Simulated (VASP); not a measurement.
Input of a VASP 6.6.1 run:

File INCAR:

```
SYSTEM = Cl
PREC = Accurate ; ENCUT = 520
EDIFF = 1E-6 ; ISMEAR = -1
SIGMA = 0.02 ; LREAL = .FALSE.
LASPH = .TRUE. ; NELM = 80
ALGO = Normal ; ISIF = 2
LWAVE = .FALSE. ; LCHARG = .FALSE.
GGA = PE ; NBANDS = 14
```

KPOINTS

```
Automatic mesh
0
G
  7 7 7
  0 0 0
```

Contents of POSCAR:

```
Cl
1.0
    0.0000000000      3.2235498072      3.2235498072
    3.2235498072      0.0000000000      3.2235498072
    3.2235498072      3.2235498072      0.0000000000
Cl
2
Direct
    0.0000000000      0.0000000000      0.0000000000
    0.2500000000      0.2500000000      0.2500000000
```

Potentials or basis: VASP PAW PBE potentials, release 64 (Cl).

Run with:

```sh
$ cat potpaw_PBE.64/Cl/POTCAR > POTCAR
$ mpirun -np 1 vasp_std > vasp.out
```

(1) Predict the pressure.

(2) What does it give for the band gap on the k mesh?

Answers

(1) 0.0 GPa.

(2) zero (band 7 reaches -0.97 eV, above the bottom of band 8 at -2.10 eV).
